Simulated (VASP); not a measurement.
# FePt (P4/mmm) in VASP: settings compared

Aim: see how the results for FePt move with the level of theory and the settings. Levels: LDA+U, PBE+U. Tasks: single point, band structure.

All numbers are computed with VASP 6.6.1; they aren't measurements. Logs are shortened: lines on timing, memory, paths and dates and some standing lists are left out, and cuts for length are marked.

## (1) The cell of the first run

The structure is tetragonal, space group P4/mmm (No. 123). Conventional cell: a = 2.724 Å, b = 2.724 Å, c = 3.720 Å, α = 90.00°, β = 90.00°, γ = 90.00°. Within 3.5 Å of Pt (site symmetry 4/mmm) lie 8 Fe at 2.68 Å and 4 Pt at 2.72 Å. Within 3.5 Å of Fe (site symmetry 4/mmm) lie 8 Pt at 2.68 Å and 4 Fe at 2.72 Å.

## (2) Single point, LDA+U, collinear spin, ferromagnetic start

The input, POSCAR:

```
FePt
1.0
    2.7235000000      0.0000000000      0.0000000000
    0.0000000000      2.7235000000      0.0000000000
    0.0000000000      0.0000000000      3.7200000000
Pt Fe
1 1
Direct
    0.5000000000      0.5000000000      0.5000000000
    0.0000000000      0.0000000000      0.0000000000
```

The input, INCAR.step1:

```
GGA = CA
ISPIN = 2
MAGMOM = 0 3
LORBIT = 11
LDAU = True
LDAUTYPE = 2
LDAUL = 2 2
LDAUU = 5 5
LDAUJ = 0 0
ISMEAR = 1
SIGMA = 0.1
LWAVE = False
LCHARG = True
NBANDS = 31
PREC = Accurate
LASPH = True
LREAL = False
ALGO = Normal
EDIFF = 1E-6
NELM = 200
GGA_COMPAT = False
ENCUT = 540
LMAXMIX = 4
KPAR = 4
```

The input, KPOINTS.step1:

```
k-points
0
Gamma
  11 11 8
```

The input, INCAR.step2:

```
GGA = CA
ISPIN = 2
MAGMOM = 0 3
LORBIT = 11
LDAU = True
LDAUTYPE = 2
LDAUL = 2 2
LDAUU = 5 5
LDAUJ = 0 0
ISMEAR = -5
LWAVE = False
LCHARG = False
NBANDS = 31
PREC = Accurate
LASPH = True
LREAL = False
ALGO = Normal
EDIFF = 1E-6
NELM = 200
GGA_COMPAT = False
ENCUT = 540
LMAXMIX = 4
NEDOS = 4001
EMIN = -8.6736
EMAX = 16.3264
ICHARG = 11
KPAR = 4
```

The input, KPOINTS.step2:

```
Automatic mesh
0
Gamma
  29 29 22
  0 0 0
```

Potentials or basis: VASP PAW LDA potentials, release 64 (Pt, Fe).

On the command line:

```
> cat potpaw_LDA.64/Pt/POTCAR potpaw_LDA.64/Fe/POTCAR > POTCAR
> cp INCAR.step1 INCAR
> cp KPOINTS.step1 KPOINTS
> mpirun -np 4 vasp_std > vasp.out
> cp INCAR.step2 INCAR
> cp KPOINTS.step2 KPOINTS
> mpirun -np 4 vasp_std > vasp.out
```

OUTCAR:

```text
GGA = CA
   ISPIN = 2
   LORBIT = 11
   ISMEAR = -5
   PREC = Accurate
   LASPH = True
   LREAL = False
   EDIFF = 1E-6
   NELM = 200
   ENCUT = 540
   EMIN = -8.6736
   ICHARG = 11

 ion  position               nearest neighbor table
   1  0.500  0.500  0.500-   2 2.68   2 2.68   2 2.68   2 2.68   2 2.68   2 2.68   2 2.68   2 2.68

   2  0.000  0.000  0.000-   1 2.68   1 2.68   1 2.68   1 2.68   1 2.68   1 2.68   1 2.68   1 2.68

  LATTYP: Found a simple tetragonal cell.
 ALAT       =     2.7235000000
 C/A-ratio  =     1.3658894804

  Lattice vectors:

 A1 = (   2.7235000000,   0.0000000000,   0.0000000000)
 A2 = (   0.0000000000,   2.7235000000,   0.0000000000)
 A3 = (   0.0000000000,   0.0000000000,   3.7200000000)

Analysis of symmetry for initial positions (statically):
=====================================================================
 Subroutine PRICEL returns:
 Original cell was already a primitive cell.

 Routine SETGRP: Setting up the symmetry group for a
 simple tetragonal supercell.

 Subroutine GETGRP returns: Found 16 space group operations
 (whereof 16 operations were pure point group operations)
 out of a pool of 16 trial point group operations.

The static configuration has the point symmetry D_4h.

Analysis of symmetry for dynamics (positions and initial velocities):
=====================================================================
 Subroutine PRICEL returns:
 Original cell was already a primitive cell.

 Routine SETGRP: Setting up the symmetry group for a
 simple tetragonal supercell.

 Subroutine GETGRP returns: Found 16 space group operations
 (whereof 16 operations were pure point group operations)
 out of a pool of 16 trial point group operations.

The dynamic configuration has the point symmetry D_4h.

Analysis of structural, dynamic, and magnetic symmetry:
=====================================================================
 Subroutine PRICEL returns:
 Original cell was already a primitive cell.

 Routine SETGRP: Setting up the symmetry group for a
 simple tetragonal supercell.

 Subroutine GETGRP returns: Found 16 space group operations
 (whereof 16 operations were pure point group operations)
 out of a pool of 16 trial point group operations.

The overall configuration has the point symmetry D_4h.

 Subroutine INISYM returns: Found 16 space group operations
 (whereof 16 operations are pure point group operations),
 and found     1 'primitive' translations

----------------------------------------------------------------------------------------

                                     Primitive cell

  volume of cell :      27.5929
[... 125 lines left out ...]
   IVDW    =     0    specifies the selected vdW correction
   LEPSILON=     F    determine dielectric tensor
   LRPA    =     F    only Hartree local field effects (RPA)

   CSHIFT  =0.1000    complex shift for real part using Kramers Kronig

   OMEGAMAX=  -1.0    maximum frequency
 spin polarized calculation
 Fermi weights with tetrahedron method with Bloechl corrections
  energy-cutoff  :      540.00
  volume of cell :       27.59
 maximum number of plane-waves:       804
 NGX is ok and might be reduce to    24

 number of electron      18.0000002 magnetization       3.6683077

 Free energy of the ion-electron system (eV)
  ---------------------------------------------------
  ext. energy  EPLUGINS =         0.00000000
  ---------------------------------------------------
  free energy    TOTEN  =       -10.61078537 eV

  energy without entropy =      -10.61078537  energy(sigma->0) =      -10.61078537

 E-fermi :   8.2942     XC(G=0): -13.2352

 val. band max:        8.3405711465   @ k =   0.4483   0.4483   0.2273
 cond. band min:       8.2359184074   @ k =   0.4138   0.4138   0.2273
 fundamental gap:     -0.1046527391
 Fermi energy:         8.2941637201

 spin component 1

 k-point     1 :       0.0000    0.0000    0.0000
  band No.  band energies     occupation
      1      -1.0592      1.00000
      2       0.2965      1.00000
      3       1.0557      1.00000
      4       2.4409      1.00000
      5       2.4409      1.00000
      6       3.6821      1.00000
[... 565 lines left out ...]
     20      30.1595      0.00000
     21      31.6752      0.00000

 [... further k-points ...]

 [bands above 21 left out]

 Fermi energy:         8.2941637201

 spin component 2

 k-point     1 :       0.0000    0.0000    0.0000
  band No.  band energies     occupation
      1      -0.7225      1.00000
      2       2.0134      1.00000
      3       2.2418      1.00000
      4       5.4645      1.00000
      5       5.4645      1.00000
      6       5.7019      1.00000
[... 565 lines left out ...]
     20      30.6547      0.00000
     21      33.5690      0.00000

 [... further k-points ...]

 [bands above 21 left out]

------------------------ aborting loop because EDIFF is reached ----------------------------------------

  FORCE on cell =-STRESS in cart. coord.  units (eV):
  Direction    XX          YY          ZZ          XY          YZ          ZX
  --------------------------------------------------------------------------------------
  -------------------------------------------------------------------------------------
  Total       -0.7158209     -0.7158209     -1.3276999      0.0000000      0.0000000      0.0000000
  in kB      -41.5639949    -41.5639949    -77.0926223      0.0000000      0.0000000      0.0000000
  external PRESSURE =     -53.4068707 kB  Pullay stress =       0.0000000 kB

 VOLUME and BASIS-vectors are now :
 -----------------------------------------------------------------------------
  energy-cutoff  :      540.00
  volume of cell :       27.59
      direct lattice vectors                 reciprocal lattice vectors
     2.723500000  0.000000000  0.000000000     0.367174592  0.000000000  0.000000000
     0.000000000  2.723500000  0.000000000     0.000000000  0.367174592  0.000000000
     0.000000000  0.000000000  3.720000000     0.000000000  0.000000000  0.268817204

 POSITION                                       TOTAL-FORCE (eV/Angst)
 -----------------------------------------------------------------------------------
      1.36175      1.36175      1.86000         0.000000      0.000000      0.000000
      0.00000      0.00000      0.00000         0.000000      0.000000      0.000000
 -----------------------------------------------------------------------------------
    total drift:                                0.000000      0.000000     -0.000000

  FREE ENERGIE OF THE ION-ELECTRON SYSTEM (eV)
  ---------------------------------------------------
  free  energy   TOTEN  =       -10.6107853743 eV

  energy  without entropy=      -10.6107853743  energy(sigma->0) =      -10.61078537

 total charge

# of ion       s       p       d       tot
------------------------------------------
    1        0.691   0.552   8.650   9.893
    2        0.419   0.434   6.096   6.950
--------------------------------------------------
tot          1.111   0.986  14.746  16.843

 magnetization (x)

# of ion       s       p       d       tot
------------------------------------------
    1       -0.035  -0.030   0.279   0.214
    2        0.014  -0.002   3.474   3.485
--------------------------------------------------
tot         -0.021  -0.032   3.752   3.699
```

OSZICAR.step1:

```text
N       E                     dE             d eps       ncg     rms          rms(c)
DAV:   1     0.113136559458E+03    0.11314E+03   -0.77546E+03 14425   0.678E+02
DAV:   2    -0.391016810498E+01   -0.11705E+03   -0.10200E+03 13252   0.180E+02
DAV:   3    -0.114822976601E+02   -0.75721E+01   -0.73202E+01 15800   0.442E+01
[... 12 lines left out ...]
DAV:  16    -0.106090549129E+02   -0.45166E-03   -0.32877E-03 14987   0.397E-01    0.778E-02
DAV:  17    -0.106092605324E+02   -0.20562E-03   -0.42050E-04 15664   0.184E-01    0.220E-02
DAV:  18    -0.106092490312E+02    0.11501E-04   -0.70523E-05 17120   0.553E-02    0.194E-02
DAV:  19    -0.106092640035E+02   -0.14972E-04   -0.34224E-05 15849   0.494E-02    0.305E-03
DAV:  20    -0.106092639388E+02    0.64719E-07   -0.11757E-06 13514   0.852E-03
   1 F= -.10609264E+02 E0= -.10609106E+02  d E =-.474459E-03  mag=     3.6683
```

Run time: 5.5 min. Hardware: 4 MPI ranks of Intel Xeon Platinum 8488C (Sapphire Rapids), shared host; peak memory 1.9 GiB.

What came out:

```yaml
Net_moment: 3.67 μB per cell
Site_moments: Pt +0.21; Fe +3.48 μB
Valence_electrons_inside_the_program's_atomic_spheres: Pt 9.89; Fe 6.95
Density_of_states_at_the_Fermi_level: 0.47 states/eV/atom
```

Caveat: spin-orbit coupling is left out, which moves the levels of the heavy elements; the U is typed as a test and isn't derived for this compound; tetrahedron occupations give inexact forces and stress in metals. The state reached can hang on the start; a lower one may exist.

## (3) Band structure, PBE+U, collinear spin, ferromagnetic start

The input, INCAR:

```
  ALGO = Normal
  EDIFF = 1E-6
  ENCUT = 540
  GGA = PE
  GGA_COMPAT = F
  ISMEAR = 0
  ISPIN = 2
  KPAR = 2
  LASPH = T
  LCHARG = F
  LDAU = T
  LDAUJ = 0 0
  LDAUL = 2 2
  LDAUTYPE = 2
  LDAUU = 3 5
  LMAXMIX = 4
  LORBIT = 11
  LREAL = F
  LWAVE = F
  MAGMOM = 0 3
  NBANDS = 37
  NELM = 200
  PREC = Accurate
  SIGMA = 0.04
```

The input, KPOINTS:

```
Automatic mesh
0
Gamma
  22 22 17
  0 0 0
```

The input, KPOINTS_OPT:

```
path GXMGZRAZ,XR,MA
12
line-mode
reciprocal
 0.0000000000  0.0000000000  0.0000000000  G
 0.0000000000  0.5000000000  0.0000000000  X

 0.0000000000  0.5000000000  0.0000000000  X
 0.5000000000  0.5000000000  0.0000000000  M

 0.5000000000  0.5000000000  0.0000000000  M
 0.0000000000  0.0000000000  0.0000000000  G

 0.0000000000  0.0000000000  0.0000000000  G
 0.0000000000  0.0000000000  0.5000000000  Z

 0.0000000000  0.0000000000  0.5000000000  Z
 0.0000000000  0.5000000000  0.5000000000  R

 0.0000000000  0.5000000000  0.5000000000  R
 0.5000000000  0.5000000000  0.5000000000  A

 0.5000000000  0.5000000000  0.5000000000  A
 0.0000000000  0.0000000000  0.5000000000  Z

 0.0000000000  0.5000000000  0.0000000000  X
 0.0000000000  0.5000000000  0.5000000000  R

 0.5000000000  0.5000000000  0.0000000000  M
 0.5000000000  0.5000000000  0.5000000000  A
```

POSCAR is that of step 2.

Potentials or basis: VASP PAW PBE potentials, release 64 (Pt, Fe).

On the command line:

```
> cat potpaw_PBE.64/Pt/POTCAR potpaw_PBE.64/Fe/POTCAR > POTCAR
> mpirun -np 2 vasp_std > vasp.out
```

It took 8.1 min on 2 MPI ranks of AMD EPYC 9R45 (Zen 5), shared host; peak memory 1.6 GiB.

The run converged. Its results:

| Item | Value |
| --- | --- |
| Free energy | -9.9378 eV |
| Pressure | 14.2 GPa |
| Band gap along the path | zero within the smearing |
| Net moment | 3.68 μB per cell |
| Site moments | Pt +0.16; Fe +3.53 μB |
| Valence electrons inside the program's atomic spheres | Pt 9.74; Fe 6.95 |

Stress tensor (GPa, compression positive):
```
15.71  0.00  0.00
 0.00 15.71  0.00
 0.00  0.00 11.25
```

Levels at the corners of the path, in eV from the Fermi level:
Spin up:
```tsv
point	band 8	band 9	band 10	band 11	band 12	band 13	band 14	band 15
Γ	-4.06	-1.64	-1.64	-1.11	2.11	9.11	11.54	11.54
X	-4.93	-3.12	-2.04	-1.23	1.97	9.36	9.75	12.49
X	-4.93	-3.12	-2.04	-1.23	1.97	9.36	9.75	12.49
M	-2.40	-1.81	0.48	1.57	1.57	7.06	9.27	10.46
M	-2.40	-1.81	0.48	1.57	1.57	7.06	9.27	10.46
Γ	-4.06	-1.64	-1.64	-1.11	2.11	9.11	11.54	11.54
Γ	-4.06	-1.64	-1.64	-1.11	2.11	9.11	11.54	11.54
Z	-4.70	-3.17	-2.59	-2.59	-1.24	14.18	14.27	15.50
Z	-4.70	-3.17	-2.59	-2.59	-1.24	14.18	14.27	15.50
R	-2.36	-1.53	-1.48	-0.77	-0.45	4.27	6.21	16.29
R	-2.36	-1.53	-1.48	-0.77	-0.45	4.27	6.21	16.29
A	-3.20	-2.17	0.48	6.33	6.33	6.95	7.07	8.19
A	-3.20	-2.17	0.48	6.33	6.33	6.95	7.07	8.19
Z	-4.70	-3.17	-2.59	-2.59	-1.24	14.18	14.27	15.50
X	-4.93	-3.12	-2.04	-1.23	1.97	9.36	9.75	12.49
R	-2.36	-1.53	-1.48	-0.77	-0.45	4.27	6.21	16.29
M	-2.40	-1.81	0.48	1.57	1.57	7.06	9.27	10.46
A	-3.20	-2.17	0.48	6.33	6.33	6.95	7.07	8.19
```
Spin down:
```csv
point,band 3,band 4,band 5,band 6,band 7,band 8,band 9,band 10,band 11,band 12
Γ,-5.90,-2.88,-2.51,-2.51,-1.11,1.78,2.54,3.05,3.06,4.05
X,-4.60,-4.16,-2.94,-1.84,-1.11,0.25,2.35,2.38,2.51,2.85
X,-4.60,-4.16,-2.94,-1.84,-1.11,0.25,2.35,2.38,2.51,2.85
M,-5.07,-4.43,-0.78,0.88,1.82,1.82,2.42,3.02,3.02,3.06
M,-5.07,-4.43,-0.78,0.88,1.82,1.82,2.42,3.02,3.02,3.06
Γ,-5.90,-2.88,-2.51,-2.51,-1.11,1.78,2.54,3.05,3.06,4.05
Γ,-5.90,-2.88,-2.51,-2.51,-1.11,1.78,2.54,3.05,3.06,4.05
Z,-5.27,-3.72,-2.81,-2.37,-2.37,-1.04,1.64,2.08,2.08,3.91
Z,-5.27,-3.72,-2.81,-2.37,-2.37,-1.04,1.64,2.08,2.08,3.91
R,-3.19,-2.78,-2.34,-1.85,-0.53,-0.22,1.51,2.35,2.97,3.66
R,-3.19,-2.78,-2.34,-1.85,-0.53,-0.22,1.51,2.35,2.97,3.66
A,-5.14,-1.79,-0.78,-0.31,-0.03,-0.03,0.89,2.28,8.40,8.40
A,-5.14,-1.79,-0.78,-0.31,-0.03,-0.03,0.89,2.28,8.40,8.40
Z,-5.27,-3.72,-2.81,-2.37,-2.37,-1.04,1.64,2.08,2.08,3.91
X,-4.60,-4.16,-2.94,-1.84,-1.11,0.25,2.35,2.38,2.51,2.85
R,-3.19,-2.78,-2.34,-1.85,-0.53,-0.22,1.51,2.35,2.97,3.66
M,-5.07,-4.43,-0.78,0.88,1.82,1.82,2.42,3.02,3.02,3.06
A,-5.14,-1.79,-0.78,-0.31,-0.03,-0.03,0.89,2.28,8.40,8.40
```

Caveat: the cell stands under pressure; spin-orbit coupling is left out, which moves the levels of the heavy elements; the U is typed as a test and isn't derived for this compound.
